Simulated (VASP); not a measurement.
# LiBiCl6 (R-3) in VASP: settings compared

The runs below take LiBiCl6 through single point, with PBE, RPBE.

All numbers are computed with VASP 6.6.1; they aren't measurements. Logs are shortened: lines on timing, memory, paths and dates and some standing lists are left out, and cuts for length are marked.

## 1. The cell of the first run

It takes space group R-3 (No. 148, trigonal). The conventional cell has a = 6.350 Å, b = 6.350 Å, c = 17.147 Å, α = 90.00°, β = 90.00°, γ = 120.00°. Li (site symmetry -3) has 6 Cl at 2.91 Å within 3.8 Å. Bi (site symmetry -3) has 6 Cl at 2.33 Å within 3.1 Å. Cl (site symmetry 1) has 1 Bi at 2.33 Å and 1 Li at 2.91 Å within 3.1 Å.

## 2. Single point, PBE

INCAR

```
PREC = Accurate ; ENCUT = 750
EDIFF = 1E-6 ; ISMEAR = -1
SIGMA = 0.1 ; LREAL = F
LASPH = T ; NELM = 120
ALGO = Normal ; ISIF = 2
LWAVE = F ; LCHARG = T
GGA = PE ; LELF = T
LVHAR = T ; NBANDS = 40
GGA_COMPAT = F
```

KPOINTS

```
Automatic mesh
0
Gamma
  4 4 4
```

POSCAR

```
LiBiCl6
1.0
    6.3502670000      0.0000000000      0.0000000000
   -3.1751340000      5.4994960000      0.0000000000
    0.0000000000     -3.6663260000      5.7157670000
Li Bi Cl
1 1 6
Direct
    0.5000000000      0.0000000000      0.5000000000
    0.0000000000      0.0000000000      0.0000000000
    0.3990000000      0.2140000000      0.2400000000
    0.0260000000      0.4250000000      0.2400000000
    0.8150000000      0.8410000000      0.2400000000
    0.6010000000      0.7860000000      0.7600000000
    0.9740000000      0.5750000000      0.7600000000
    0.1850000000      0.1590000000      0.7600000000
```

Potentials or basis: VASP PAW PBE potentials, release 64 (Li_sv, Bi_d, Cl).

On the command line:

```bash
cat potpaw_PBE.64/Li_sv/POTCAR potpaw_PBE.64/Bi_d/POTCAR potpaw_PBE.64/Cl/POTCAR > POTCAR
mpirun -np 1 vasp_std > vasp.out
```

OUTCAR:

```text
PREC = Accurate
   ENCUT = 750
   EDIFF = 1E-6
   ISMEAR = -1
   LREAL = F
   LASPH = T
   NELM = 120
   ISIF = 2
   GGA = PE

 ion  position               nearest neighbor table
   1  0.500  0.000  0.500-
   2  0.000  0.000  0.000-   5 2.33   8 2.33   6 2.33   3 2.33   7 2.33   4 2.33
   3  0.399  0.214  0.240-   2 2.33
   4  0.026  0.425  0.240-   2 2.33
   5  0.815  0.841  0.240-   2 2.33
   6  0.601  0.786  0.760-   2 2.33
   7  0.974  0.575  0.760-   2 2.33
   8  0.185  0.159  0.760-   2 2.33

  LATTYP: Found a trigonal (rhomboedric) cell.
 ALAT       =     6.7905802819
 COS(alpha) =     0.5627389025

  Lattice vectors:

 A1 = (  -3.1751340000,   1.8331700000,   5.7157670000)
 A2 = (   0.0000000000,  -3.6663260000,   5.7157670000)
 A3 = (   3.1751330000,   1.8331700000,   5.7157670000)

Analysis of symmetry for initial positions (statically):
=====================================================================
 Subroutine PRICEL returns:
 Original cell was already a primitive cell.

 Routine SETGRP: Setting up the symmetry group for a
 trigonal (rhombohedral) supercell.

 Subroutine GETGRP returns: Found  6 space group operations
 (whereof  6 operations were pure point group operations)
 out of a pool of 12 trial point group operations.

The static configuration has the point symmetry S_6 .

Analysis of symmetry for dynamics (positions and initial velocities):
=====================================================================
 Subroutine PRICEL returns:
 Original cell was already a primitive cell.

 Routine SETGRP: Setting up the symmetry group for a
 trigonal (rhombohedral) supercell.

 Subroutine GETGRP returns: Found  6 space group operations
 (whereof  6 operations were pure point group operations)
 out of a pool of 12 trial point group operations.

The dynamic configuration has the point symmetry S_6 .

 Subroutine INISYM returns: Found  6 space group operations
 (whereof  6 operations are pure point group operations),
 and found     1 'primitive' translations

----------------------------------------------------------------------------------------

                                     Primitive cell

  volume of cell :     199.6133

  direct lattice vectors                    reciprocal lattice vectors
     6.350267000  0.000000000  0.000000000     0.157473694  0.090917437  0.058318151
    -3.175134000  5.499496000  0.000000000     0.000000000  0.181834845  0.116636283
     0.000000000 -3.666326000  5.715767000     0.000000000  0.000000000  0.174954647

  length of vectors
     6.350267000  6.350270244  6.790577202     0.190957983  0.216027621  0.174954647

  position of ions in fractional coordinates (direct lattice)
     0.500000000  0.000000000  0.500000000
     0.000000000  0.000000000  0.000000000
     0.399000000  0.214000000  0.240000000
     0.026000000  0.425000000  0.240000000
     0.815000000  0.841000000  0.240000000
     0.601000000  0.786000000  0.760000000
     0.974000000  0.575000000  0.760000000
     0.185000000  0.159000000  0.760000000

  ion indices of the primitive-cell ions
   primitive index   ion index
                 1           1
                 2           2
                 3           3
                 4           4
                 5           5
                 6           6
                 7           7
                 8           8

----------------------------------------------------------------------------------------

 KPOINTS: Automatic mesh

Automatic generation of k-mesh.
 Grid dimensions read from file:
 generate k-points for:    4    4    4

 Generating k-lattice:

  Cartesian coordinates                     Fractional coordinates (reciprocal lattice)
     0.039368423  0.022729359  0.014579538     0.250000000  0.000000000 -0.000000000
     0.000000000  0.045458711  0.029159071     0.000000000  0.250000000  0.000000000
     0.000000000  0.000000000  0.043738662     0.000000000  0.000000000  0.250000000

  Length of vectors
     0.047739496  0.054006905  0.043738662

  Shift w.r.t. Gamma in fractional coordinates (k-lattice)
     0.000000000  0.000000000  0.000000000

 Subroutine IBZKPT returns following result:
 ===========================================

 Found     14 irreducible k-points:

 Following reciprocal coordinates:
            Coordinates               Weight
  0.000000  0.000000  0.000000      1.000000
  0.250000  0.000000  0.000000      6.000000
  0.500000  0.000000  0.000000      3.000000
  0.000000  0.250000 -0.000000      6.000000
  0.250000  0.250000 -0.000000      6.000000
  0.250000  0.250000  0.500000      6.000000
  0.500000  0.250000  0.000000      6.000000
  0.000000  0.500000 -0.000000      3.000000
  0.000000  0.000000  0.250000      2.000000
  0.250000  0.000000  0.250000      6.000000
  0.500000  0.000000  0.250000      6.000000
  0.000000  0.250000  0.250000      6.000000
  0.250000  0.250000  0.250000      6.000000
  0.000000  0.000000  0.500000      1.000000
   k-points           NKPTS =     14   k-points in BZ     NKDIM =     14   number of bands    NBANDS=     40
   number of dos      NEDOS =    301   number of ions     NIONS =      8
   total plane-waves  NPLWV = 230400
   dimension x,y,z NGX =    60 NGY =   60 NGZ =   64
   dimension x,y,z NGXF=   120 NGYF=  120 NGZF=  128
   ions per type =               1   1   6
   NGX,Y,Z   is equivalent  to a cutoff of  15.71, 15.71, 15.67 a.u.
   NGXF,Y,Z  is equivalent  to a cutoff of  31.42, 31.42, 31.34 a.u.
 SYSTEM =  unknown system
   PREC   = accura    normal or accurate (medium, high low for compatibility)
   ISTART =      0    job   : 0-new  1-cont  2-samecut
   ICHARG =      2    charge: 1-file 2-atom 10-const
   ISPIN  =      1    spin polarized calculation?
   LNONCOLLINEAR =      F non collinear calculations
   LSORBIT =      F    spin-orbit coupling
   LASPH  =      T    aspherical Exc in radial PAW
   ENCUT  =  750.0 eV  55.12 Ry    7.42 a.u.  14.18 14.18 15.16*2*pi/ulx,y,z
   NELM   =    120;   NELMIN=  2; NELMDL= -5     # of ELM steps
   EDIFF  = 0.1E-05   stopping-criterion for ELM
   LREAL  =      F    real-space projection
   EDIFFG = 0.1E-04   stopping-criterion for IOM
   NSW    =      0    number of steps for IOM
   IBRION =     -1    ionic relax: 0-MD 1-quasi-New 2-CG
   NFREE  =      0    steps in history (QN), initial steepest desc. (CG)
   ISIF   =      2    stress and relaxation
   ISYM   =      2    0-nonsym 1-usesym 2-fastsym
   POTIM  = 0.5000    time-step for ionic-motion
   TEBEG  =    0.0;   TEEND  =   0.0 temperature during run
   PSTRESS=    0.0 pullay stress
   NELECT =      60.0000    total number of electrons
   NUPDOWN=      -1.0000    fix difference up-down
   EMIN   =  10.00;   EMAX   =-10.00  energy-range for DOS
   EFERMI =   0.00;   METHOD = LEGACY
   ISMEAR =    -1;   SIGMA  =   0.10  broadening in eV -4-tet -1-fermi 0-gaus
   EFERMI_NEDOS =   21; number of points for ismear=-14 and -15
   IALGO  =     38    algorithm
   IMIX   =      4    mixing-type and parameters
     AMIX     =   0.40;   BMIX     =  1.00
     AMIX_MAG =   1.60;   BMIX_MAG =  1.00
  volume/ion in A,a.u.               =      24.95       168.38
  Fermi-wavevector in a.u.,A,eV,Ry     =   1.096635  2.072340 16.362481  1.202608
  Thomas-Fermi vector in A             =   2.232981
   LORBIT       =      0    0 simple, 1 ext, 2 COOP (PROOUT), +10 PAW based schemes
   GGA     = PE    functional components
   LHFCALC =     F    Hartree Fock is set to
   AEXX    =    0.0000 exact exchange contribution
   IVDW    =     0    specifies the selected vdW correction
   LEPSILON=     F    determine dielectric tensor
   LRPA    =     F    only Hartree local field effects (RPA)
 non-spin polarized calculation
  energy-cutoff  :      750.00
  volume of cell :      199.61
 maximum number of plane-waves:      9332
 NGX is ok and might be reduce to    60
   NGX = 29   NGY = 29   NGZ = 31

 number of electron      60.0000001 magnetization

 Free energy of the ion-electron system (eV)
  ---------------------------------------------------
  ext. energy  EPLUGINS =         0.00000000
  ---------------------------------------------------
  free energy    TOTEN  =       -21.12283103 eV

  energy without entropy =      -21.12277882  energy(sigma->0) =      -21.12280493

 E-fermi :   1.8640     XC(G=0):  -8.3127

 val. band max:        0.7371342908   @ k =   0.0000   0.0000   0.5000
 cond. band min:       2.7803254310   @ k =   0.0000   0.0000   0.0000
 fundamental gap:      2.0431911402
 Fermi energy:         1.8640285149

 k-point     1 :       0.0000    0.0000    0.0000
  band No.  band energies     occupation
      1     -44.5882      2.00000
      2     -21.7917      2.00000
      3     -21.7917      2.00000
      4     -21.4315      2.00000
      5     -21.4315      2.00000
      6     -21.4205      2.00000
[... 32 lines left out ...]
     39      10.4154      0.00000
     40      10.4155      0.00000

 k-point     2 :       0.2500    0.0000    0.0000
  band No.  band energies     occupation
      1     -44.5882      2.00000
      2     -21.7917      2.00000
      3     -21.7916      2.00000
      4     -21.4315      2.00000
      5     -21.4314      2.00000
      6     -21.4204      2.00000
[... 32 lines left out ...]
     39      10.1083      0.00000
     40      10.6101      0.00000

 k-point     3 :       0.5000    0.0000    0.0000
  band No.  band energies     occupation
      1     -44.5882      2.00000
      2     -21.7917      2.00000
      3     -21.7915      2.00000
      4     -21.4315      2.00000
      5     -21.4314      2.00000
      6     -21.4204      2.00000
[... 32 lines left out ...]
     39      10.0705      0.00000
     40      10.5447      0.00000

 k-point     4 :       0.0000    0.2500   -0.0000
  band No.  band energies     occupation
      1     -44.5882      2.00000
      2     -21.7917      2.00000
      3     -21.7914      2.00000
      4     -21.4315      2.00000
      5     -21.4314      2.00000
      6     -21.4204      2.00000
[... 32 lines left out ...]
     39      10.4388      0.00000
     40      10.6926      0.00000
[... 342 lines left out ...]
     39      10.3680      0.00000
     40      10.4581      0.00000

 k-point    13 :       0.2500    0.2500    0.2500
  band No.  band energies     occupation
      1     -44.5882      2.00000
      2     -21.7916      2.00000
      3     -21.7913      2.00000
      4     -21.4315      2.00000
      5     -21.4314      2.00000
      6     -21.4204      2.00000
[... 32 lines left out ...]
     39      10.0687      0.00000
     40      10.2775      0.00000

 k-point    14 :       0.0000    0.0000    0.5000
  band No.  band energies     occupation
      1     -44.5882      2.00000
      2     -21.7912      2.00000
      3     -21.7912      2.00000
      4     -21.4315      2.00000
      5     -21.4315      2.00000
      6     -21.4204      2.00000
[... 32 lines left out ...]
     39      10.6570      0.00000
     40      10.6601      0.00000

------------------------ aborting loop because EDIFF is reached ----------------------------------------

  FORCE on cell =-STRESS in cart. coord.  units (eV):
  Direction    XX          YY          ZZ          XY          YZ          ZX
  --------------------------------------------------------------------------------------
  -------------------------------------------------------------------------------------
  Total       13.9393834     13.9394010     15.0615311     -0.0000011      0.0000123     -0.0000009
  in kB      111.8831678    111.8833084    120.8899819     -0.0000092      0.0000987     -0.0000071
  external PRESSURE =     114.8854860 kB  Pullay stress =       0.0000000 kB

 VOLUME and BASIS-vectors are now :
 -----------------------------------------------------------------------------
  energy-cutoff  :      750.00
  volume of cell :      199.61
      direct lattice vectors                 reciprocal lattice vectors
     6.350267000  0.000000000  0.000000000     0.157473694  0.090917437  0.058318151
    -3.175134000  5.499496000  0.000000000     0.000000000  0.181834845  0.116636283
     0.000000000 -3.666326000  5.715767000     0.000000000  0.000000000  0.174954647

 POSITION                                       TOTAL-FORCE (eV/Angst)
 -----------------------------------------------------------------------------------
      3.17513     -1.83316      2.85788         0.000000      0.000000      0.000000
      0.00000      0.00000      0.00000         0.000000      0.000000      0.000000
      1.85428      0.29697      1.37178         2.451953      0.070300      1.501991
     -1.18433      1.45737      1.37178        -1.286857      2.088306      1.501991
      2.50518      3.74516      1.37178        -1.165096     -2.158603      1.501991
      1.32086      1.53620      4.34398        -2.451953     -0.070300     -1.501991
      4.35946      0.37580      4.34398         1.286857     -2.088306     -1.501991
      0.66995     -1.91199      4.34398         1.165096      2.158603     -1.501991
 -----------------------------------------------------------------------------------
    total drift:                                0.000000     -0.000000     -0.000000

  FREE ENERGIE OF THE ION-ELECTRON SYSTEM (eV)
  ---------------------------------------------------
  free  energy   TOTEN  =       -21.1228310308 eV

  energy  without entropy=      -21.1227788218  energy(sigma->0) =      -21.12280493
```

Wall time 6.3 min (1 thread of Intel Xeon Platinum 8488C (Sapphire Rapids), shared host); peak memory 0.6 GiB.

Results:

```
Free energy            : -21.1228 eV
Pressure               : 11.5 GPa
Largest force          : 2.876 eV/Å
Band gap on the k mesh : 2.04 eV, indirect (least direct gap 2.19 eV)
```

Forces in eV/Å, atoms in the order of the input:
```
Li   0.000  0.000  0.000
Bi   0.000  0.000  0.000
Cl   2.452  0.070  1.502
Cl  -1.287  2.088  1.502
Cl  -1.165 -2.159  1.502
Cl  -2.452 -0.070 -1.502
Cl   1.287 -2.088 -1.502
Cl   1.165  2.159 -1.502
```

Stress tensor (GPa, compression positive):
```
11.19  0.00  0.00
 0.00 11.19  0.00
 0.00  0.00 12.09
```

Levels at points of the mesh, in eV from the valence-band top:
```csv
k point,band 28,band 29,band 30,band 31,band 32,band 33
"(0.00, 0.00, 0.00)",-0.22,-0.19,-0.19,2.04,6.36,6.40
"(0.50, 0.00, 0.00)",-0.35,-0.29,-0.06,2.33,6.04,6.92
"(0.00, 0.50, 0.00)",-0.52,-0.08,-0.05,2.36,6.42,6.96
"(0.00, 0.00, 0.50)",-0.47,0.00,0.00,2.19,6.21,7.09
```

Caveat: spin-orbit coupling is left out, which moves the levels of the heavy elements; forces of over 1 eV/Å act on the atoms, so gaps and moduli don't describe the material at rest.

## 3. Single point, RPBE

INCAR

```
SYSTEM = LiBiCl6
  PREC = Accurate
  ENCUT = 750
  EDIFF = 1E-6
  ISMEAR = -1
  SIGMA = 0.1
  LREAL = .FALSE.
  LASPH = .TRUE.
  NELM = 120
  ALGO = Normal
  ISIF = 2
  LWAVE = .FALSE.
  LCHARG = .TRUE.
  GGA = RP
  LELF = .TRUE.
  LVHAR = .TRUE.
  NBANDS = 40
  GGA_COMPAT = .FALSE.
```

KPOINTS

```
regular mesh
0
G
  4 4 4
  0 0 0
```

POSCAR is that of step 2.

Potentials or basis: VASP PAW PBE potentials, release 64 (Li_sv, Bi_d, Cl).

On the command line:

```bash
cat potpaw_PBE.64/Li_sv/POTCAR potpaw_PBE.64/Bi_d/POTCAR potpaw_PBE.64/Cl/POTCAR > POTCAR
mpirun -np 1 vasp_std > vasp.out
```

It took 5.2 min on 1 thread of Intel Xeon Platinum 8488C (Sapphire Rapids), shared host; peak memory 0.61 GiB.

Results (log left out):

- Free energy: -19.1801 eV
- Pressure: 13.3 GPa
- Largest force: 2.961 eV/Å
- Band gap on the k mesh: 2.12 eV, indirect (least direct gap 2.26 eV)

Forces on the atoms (eV/Å):
```
Li   0.000  0.000  0.000
Bi   0.000  0.000  0.000
Cl   2.533  0.035  1.533
Cl  -1.296  2.176  1.533
Cl  -1.236 -2.211  1.533
Cl  -2.533 -0.035 -1.533
Cl   1.296 -2.176 -1.533
Cl   1.236  2.211 -1.533
```

Stress tensor (GPa, compression positive):
```
12.94  0.00  0.00
 0.00 12.94  0.00
 0.00  0.00 13.97
```

Levels at points of the mesh, in eV from the valence-band top:
```tsv
k point	band 27	band 28	band 29	band 30	band 31	band 32	band 33	band 34
(0.00, 0.00, 0.00)	-0.32	-0.22	-0.19	-0.19	2.12	6.59	6.62	6.67
(0.50, 0.00, 0.00)	-0.59	-0.35	-0.29	-0.06	2.39	6.19	7.05	7.67
(0.00, 0.50, 0.00)	-0.65	-0.52	-0.08	-0.06	2.42	6.56	7.16	7.25
(0.00, 0.00, 0.50)	-0.47	-0.47	0.00	0.00	2.26	6.41	7.26	7.26
```

Caveat: the PAW data sets were made with another functional, which shifts forces and pressure a little; spin-orbit coupling is left out, which moves the levels of the heavy elements. A k mesh can miss the band edges.
